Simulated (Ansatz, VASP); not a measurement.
## One calculation of Ca, two programs

```
Ca
1.0
     3.90662    0.00000    0.00000
    -1.95331    3.38323    0.00000
     0.00000    0.00000   18.18974
Ca
2
Direct
  0.66667 0.33333 0.41232
  0.33333 0.66667 0.58768
```

Alike in both runs: task single point; functional PBE; k mesh 9 × 9 × 1; occupations gaussian, width 0.1 eV; no spin polarisation.

```csv
,VASP,Ansatz
version,VASP 6.6.1,Ansatz 0.2.0
potentials or method,"VASP PAW PBE potentials, release 64 (Ca_sv), cutoff 520 eV","scalar-relativistic, plane waves, PAW"
valence electrons in the cell,20,20
```

VASP gave:

* gap on the k mesh at the Fermi level (eV): none
* rms of the force components (eV/Å): 0.080

Problem. Which values does Ansatz return?

Solution. gap on the k mesh at the Fermi level (eV): none; rms of the force components (eV/Å): 0.083.

Atom by atom the forces differ by 0.002 eV/Å (rms over components). A gap of «none» marks a metal or a gap that the smearing closes. The functional is the same, so the differences come from potentials, cutoffs and numerics. Ansatz's warnings: vacuum density over bound, xc potential rough in thin density.
